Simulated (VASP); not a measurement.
# CaO (Pm-3m) in VASP: single point with PBE

Aim: the single point of CaO with PBE.

Program: VASP 6.6.1. These are calculated values, not measurements. Logs are shortened: lines on timing, memory, paths and dates and some standing lists are left out, and cuts for length are marked.

## Step 1: The cell of the first run

It takes space group Pm-3m (No. 221, cubic). Conventional cell: a = 3.086 Å, b = 3.086 Å, c = 3.086 Å, α = 90.00°, β = 90.00°, γ = 90.00°. Within 3.5 Å of Ca (site symmetry m-3m) lie 8 O at 2.67 Å and 6 Ca at 3.09 Å. Within 3.5 Å of O (site symmetry m-3m) lie 8 Ca at 2.67 Å and 6 O at 3.09 Å.

## Step 2: Single point, PBE

Input file INCAR:

```
SYSTEM = CaO
PREC = Accurate ; ENCUT = 520
EDIFF = 1E-7 ; ISMEAR = 0
SIGMA = 0.05 ; LREAL = .False.
LASPH = .True. ; NELM = 100
ALGO = Normal ; ISIF = 2
LWAVE = .False. ; LCHARG = .False.
GGA = PE ; NBANDS = 15
```

Input file KPOINTS:

```
Automatic mesh
0
Gamma
  10 10 10
  0 0 0
```

Input file POSCAR:

```
CaO
1.0
   -1.0285155504      2.0570311008      2.0570311008
    2.0570311008     -1.0285155504      2.0570311008
    2.0570311008      2.0570311008     -1.0285155504
Ca O
1 1
Direct
    0.0000000000      0.0000000000      0.0000000000
    0.5000000000      0.5000000000      0.5000000000
```

Potentials or basis: VASP PAW PBE potentials, release 64 (Ca_sv, O).

Launch:

```
$ cat potpaw_PBE.64/Ca_sv/POTCAR potpaw_PBE.64/O/POTCAR > POTCAR
$ mpirun -np 1 vasp_std > vasp.out
```

OUTCAR:

```text
SYSTEM = CaO
   PREC = Accurate
   ENCUT = 520
   EDIFF = 1E-7
   ISMEAR = 0
   LREAL = .False.
   LASPH = .True.
   NELM = 100
   ISIF = 2
   GGA = PE

 ion  position               nearest neighbor table
   1  0.000  0.000  0.000-
   2  0.500  0.500  0.500-

  LATTYP: Found a simple cubic cell.
 ALAT       =     3.0855466512

  Lattice vectors:

 A1 = (  -1.0285155504,   2.0570311008,   2.0570311008)
 A2 = (   2.0570311008,  -1.0285155504,   2.0570311008)
 A3 = (   2.0570311008,   2.0570311008,  -1.0285155504)

Analysis of symmetry for initial positions (statically):
=====================================================================
 Subroutine PRICEL returns:
 Original cell was already a primitive cell.

 Routine SETGRP: Setting up the symmetry group for a
 simple cubic supercell.

 Subroutine GETGRP returns: Found 48 space group operations
 (whereof 48 operations were pure point group operations)
 out of a pool of 48 trial point group operations.

The static configuration has the point symmetry O_h .

Analysis of symmetry for dynamics (positions and initial velocities):
=====================================================================
 Subroutine PRICEL returns:
 Original cell was already a primitive cell.

 Routine SETGRP: Setting up the symmetry group for a
 simple cubic supercell.

 Subroutine GETGRP returns: Found 48 space group operations
 (whereof 48 operations were pure point group operations)
 out of a pool of 48 trial point group operations.

The dynamic configuration has the point symmetry O_h .

 Subroutine INISYM returns: Found 48 space group operations
 (whereof 48 operations are pure point group operations),
 and found     1 'primitive' translations

----------------------------------------------------------------------------------------

                                     Primitive cell

  volume of cell :      29.3762

  direct lattice vectors                    reciprocal lattice vectors
    -1.028515550  2.057031101  2.057031101    -0.108030560  0.216061120  0.216061120
     2.057031101 -1.028515550  2.057031101     0.216061120 -0.108030560  0.216061120
     2.057031101  2.057031101 -1.028515550     0.216061120  0.216061120 -0.108030560

  length of vectors
     3.085546651  3.085546651  3.085546651     0.324091681  0.324091681  0.324091681

  position of ions in fractional coordinates (direct lattice)
     0.000000000  0.000000000  0.000000000
     0.500000000  0.500000000  0.500000000

  ion indices of the primitive-cell ions
   primitive index   ion index
                 1           1
                 2           2

----------------------------------------------------------------------------------------

 KPOINTS: Automatic mesh

Automatic generation of k-mesh.
 Grid dimensions read from file:
 generate k-points for:   10   10   10

 Generating k-lattice:

  Cartesian coordinates                     Fractional coordinates (reciprocal lattice)
    -0.010803056  0.021606112  0.021606112     0.100000000  0.000000000  0.000000000
     0.021606112 -0.010803056  0.021606112     0.000000000  0.100000000  0.000000000
     0.021606112  0.021606112 -0.010803056     0.000000000  0.000000000  0.100000000

  Length of vectors
     0.032409168  0.032409168  0.032409168

  Shift w.r.t. Gamma in fractional coordinates (k-lattice)
     0.000000000  0.000000000  0.000000000

 Subroutine IBZKPT returns following result:
 ===========================================

 Found     56 irreducible k-points:

 Following reciprocal coordinates:
            Coordinates               Weight
  0.000000  0.000000  0.000000      1.000000
  0.100000  0.000000  0.000000      6.000000
  0.200000  0.000000  0.000000      6.000000
  0.300000  0.000000  0.000000      6.000000
  0.400000  0.000000  0.000000      6.000000
  0.500000  0.000000  0.000000      3.000000
[... 16 lines left out ...]
  0.200000  0.100000  0.100000     24.000000
  0.300000  0.100000  0.100000     24.000000
 [... further k-points ...]
   k-points           NKPTS =     56   k-points in BZ     NKDIM =     56   number of bands    NBANDS=     15
   number of dos      NEDOS =    301   number of ions     NIONS =      2
   total plane-waves  NPLWV =  13824
   dimension x,y,z NGX =    24 NGY =   24 NGZ =   24
   dimension x,y,z NGXF=    48 NGYF=   48 NGZF=   48
   ions per type =               1   1
   NGX,Y,Z   is equivalent  to a cutoff of  12.93, 12.93, 12.93 a.u.
   NGXF,Y,Z  is equivalent  to a cutoff of  25.86, 25.86, 25.86 a.u.
 SYSTEM =  CaO
   PREC   = accura    normal or accurate (medium, high low for compatibility)
   ISTART =      0    job   : 0-new  1-cont  2-samecut
   ICHARG =      2    charge: 1-file 2-atom 10-const
   ISPIN  =      1    spin polarized calculation?
   LNONCOLLINEAR =      F non collinear calculations
   LSORBIT =      F    spin-orbit coupling
   LASPH  =      T    aspherical Exc in radial PAW
   ENCUT  =  520.0 eV  38.22 Ry    6.18 a.u.   5.74  5.74  5.74*2*pi/ulx,y,z
   NELM   =    100;   NELMIN=  2; NELMDL= -5     # of ELM steps
   EDIFF  = 0.1E-06   stopping-criterion for ELM
   LREAL  =      F    real-space projection
   EDIFFG = 0.1E-05   stopping-criterion for IOM
   NSW    =      0    number of steps for IOM
   IBRION =     -1    ionic relax: 0-MD 1-quasi-New 2-CG
   NFREE  =      0    steps in history (QN), initial steepest desc. (CG)
   ISIF   =      2    stress and relaxation
   ISYM   =      2    0-nonsym 1-usesym 2-fastsym
   POTIM  = 0.5000    time-step for ionic-motion
   TEBEG  =    0.0;   TEEND  =   0.0 temperature during run
   PSTRESS=    0.0 pullay stress
   NELECT =      16.0000    total number of electrons
   NUPDOWN=      -1.0000    fix difference up-down
   EMIN   =  10.00;   EMAX   =-10.00  energy-range for DOS
   EFERMI =   0.00;   METHOD = LEGACY
   ISMEAR =     0;   SIGMA  =   0.05  broadening in eV -4-tet -1-fermi 0-gaus
   EFERMI_NEDOS =   21; number of points for ismear=-14 and -15
   IALGO  =     38    algorithm
   IMIX   =      4    mixing-type and parameters
     AMIX     =   0.40;   BMIX     =  1.00
     AMIX_MAG =   1.60;   BMIX_MAG =  1.00
  volume/ion in A,a.u.               =      14.69        99.12
  Fermi-wavevector in a.u.,A,eV,Ry     =   1.336953  2.526474 24.319632  1.787443
  Thomas-Fermi vector in A             =   2.465539
   LORBIT       =      0    0 simple, 1 ext, 2 COOP (PROOUT), +10 PAW based schemes
   GGA     = PE    functional components
   LHFCALC =     F    Hartree Fock is set to
   AEXX    =    0.0000 exact exchange contribution
   IVDW    =     0    specifies the selected vdW correction
   LEPSILON=     F    determine dielectric tensor
   LRPA    =     F    only Hartree local field effects (RPA)
 non-spin polarized calculation
 Gauss-broadening in eV      SIGMA  =   0.05
  energy-cutoff  :      520.00
  volume of cell :       29.38
 maximum number of plane-waves:       840
 NGX is ok and might be reduce to    24
   NGX = 11   NGY = 11   NGZ = 11

 number of electron      16.0000010 magnetization

 Free energy of the ion-electron system (eV)
  ---------------------------------------------------
  ext. energy  EPLUGINS =         0.00000000
  ---------------------------------------------------
  free energy    TOTEN  =       -11.67030055 eV

  energy without entropy =      -11.67030055  energy(sigma->0) =      -11.67030055

 E-fermi :   3.3018     XC(G=0): -10.3476

 val. band max:        3.0105021910   @ k =   0.5000   0.5000   0.0000
 cond. band min:       5.7719482719   @ k =   0.0000   0.0000   0.0000
 fundamental gap:      2.7614460809
 Fermi energy:         3.3017937595

 k-point     1 :       0.0000    0.0000    0.0000
  band No.  band energies     occupation
      1     -36.7941      2.00000
      2     -17.4517      2.00000
      3     -17.4517      2.00000
      4     -17.4517      2.00000
      5     -12.9256      2.00000
      6       2.6996      2.00000
      7       2.6996      2.00000
      8       2.6996      2.00000
      9       5.7719      0.00000
     10       5.7719      0.00000
     11       6.3955      0.00000
     12      10.3984      0.00000
     13      10.3984      0.00000
     14      10.3984      0.00000
     15      20.3124      0.00000

 k-point     2 :       0.1000    0.0000    0.0000
  band No.  band energies     occupation
      1     -36.7861      2.00000
      2     -17.5374      2.00000
      3     -17.4452      2.00000
      4     -17.4452      2.00000
      5     -12.8575      2.00000
      6       2.2392      2.00000
      7       2.6723      2.00000
      8       2.6723      2.00000
      9       5.8378      0.00000
     10       6.1123      0.00000
     11       6.8271      0.00000
     12      10.3555      0.00000
     13      10.3555      0.00000
     14      10.4189      0.00000
     15      19.7427      0.00000

 k-point     3 :       0.2000    0.0000    0.0000
  band No.  band energies     occupation
      1     -36.7651      2.00000
      2     -17.7520      2.00000
      3     -17.4281      2.00000
      4     -17.4281      2.00000
      5     -12.6839      2.00000
      6       1.3405      2.00000
      7       2.5993      2.00000
      8       2.5993      2.00000
      9       6.0182      0.00000
     10       6.9395      0.00000
     11       7.7888      0.00000
     12      10.2565      0.00000
     13      10.2565      0.00000
     14      10.4731      0.00000
     15      18.4898      0.00000

 k-point     4 :       0.3000    0.0000    0.0000
  band No.  band energies     occupation
      1     -36.7389      2.00000
      2     -18.0012      2.00000
      3     -17.4067      2.00000
      4     -17.4067      2.00000
      5     -12.4767      2.00000
      6       0.4939      2.00000
      7       2.5058      2.00000
      8       2.5058      2.00000
      9       6.2599      0.00000
     10       8.0029      0.00000
     11       8.9050      0.00000
     12      10.1591      0.00000
     13      10.1591      0.00000
     14      10.5413      0.00000
     15      16.9321      0.00000
[... 307 lines left out ...]
 k-point    22 :       0.1000    0.1000    0.1000
  band No.  band energies     occupation
      1     -36.7703      2.00000
      2     -17.5582      2.00000
      3     -17.5012      2.00000
      4     -17.5012      2.00000
      5     -12.7435      2.00000
      6       2.0220      2.00000
      7       2.3892      2.00000
      8       2.3892      2.00000
      9       6.3609      0.00000
     10       6.3609      0.00000
     11       7.4290      0.00000
     12      10.2034      0.00000
     13      10.2034      0.00000
     14      10.5438      0.00000
     15      19.4015      0.00000

 k-point    23 :       0.2000    0.1000    0.1000
  band No.  band energies     occupation
      1     -36.7495      2.00000
      2     -17.7334      2.00000
      3     -17.5054      2.00000
      4     -17.4830      2.00000
      5     -12.6075      2.00000
      6       1.3904      2.00000
      7       2.3169      2.00000
      8       2.3309      2.00000
      9       6.4740      0.00000
     10       7.1565      0.00000
     11       8.0620      0.00000
     12      10.0829      0.00000
     13      10.1157      0.00000
     14      10.5695      0.00000
     15      18.5213      0.00000

 k-point    24 :       0.3000    0.1000    0.1000
  band No.  band energies     occupation
      1     -36.7236      2.00000
      2     -17.9689      2.00000
      3     -17.4782      2.00000
      4     -17.4604      2.00000
      5     -12.4456      2.00000
      6       0.6464      2.00000
      7       2.2527      2.00000
      8       2.3684      2.00000
      9       6.6283      0.00000
     10       8.1369      0.00000
     11       8.6552      0.00000
     12      10.0343      0.00000
     13      10.1791      0.00000
     14      10.6262      0.00000
     15      17.0363      0.00000

 [... further k-points ...]

------------------------ aborting loop because EDIFF is reached ----------------------------------------

  FORCE on cell =-STRESS in cart. coord.  units (eV):
  Direction    XX          YY          ZZ          XY          YZ          ZX
  --------------------------------------------------------------------------------------
  -------------------------------------------------------------------------------------
  Total       -2.0838919     -2.0838919     -2.0838919      0.0000000      0.0000000      0.0000000
  in kB     -113.6552298   -113.6552298   -113.6552298      0.0000000      0.0000000      0.0000000
  external PRESSURE =    -113.6552298 kB  Pullay stress =       0.0000000 kB

 VOLUME and BASIS-vectors are now :
 -----------------------------------------------------------------------------
  energy-cutoff  :      520.00
  volume of cell :       29.38
      direct lattice vectors                 reciprocal lattice vectors
    -1.028515550  2.057031101  2.057031101    -0.108030560  0.216061120  0.216061120
     2.057031101 -1.028515550  2.057031101     0.216061120 -0.108030560  0.216061120
     2.057031101  2.057031101 -1.028515550     0.216061120  0.216061120 -0.108030560

 POSITION                                       TOTAL-FORCE (eV/Angst)
 -----------------------------------------------------------------------------------
      0.00000      0.00000      0.00000        -0.000000      0.000000      0.000000
      1.54277      1.54277      1.54277         0.000000     -0.000000     -0.000000
 -----------------------------------------------------------------------------------
    total drift:                               -0.000000     -0.000000      0.000000

  FREE ENERGIE OF THE ION-ELECTRON SYSTEM (eV)
  ---------------------------------------------------
  free  energy   TOTEN  =       -11.6703005525 eV

  energy  without entropy=      -11.6703005525  energy(sigma->0) =      -11.67030055
```

Run time: 8.7 s. Hardware: 1 thread of Intel Xeon 6975P-C (Granite Rapids), shared host; peak memory 0.15 GiB.

Results:

| Property | Result |
| --- | --- |
| Free energy | -11.6703 eV |
| Pressure | -11.4 GPa |
| Band gap on the k mesh | 2.76 eV, indirect (least direct gap 3.07 eV) |

Levels at points of the mesh, in eV from the valence-band top:
```csv
k point,band 4,band 5,band 6,band 7,band 8,band 9,band 10,band 11,band 12,band 13
"(0.00, 0.00, 0.00)",-20.46,-15.94,-0.31,-0.31,-0.31,2.76,2.76,3.39,7.39,7.39
"(0.50, 0.00, 0.00)",-20.39,-15.26,-3.30,-0.61,-0.61,3.55,6.10,7.07,7.07,7.61
"(0.50, 0.50, 0.00)",-20.34,-15.40,-1.92,-1.92,0.00,3.48,4.15,5.93,5.93,8.48
"(0.50, 0.50, 0.50)",-20.92,-15.06,-2.71,-2.71,-2.71,6.80,6.80,6.80,8.58,8.58
```

 A k mesh can miss the band edges.
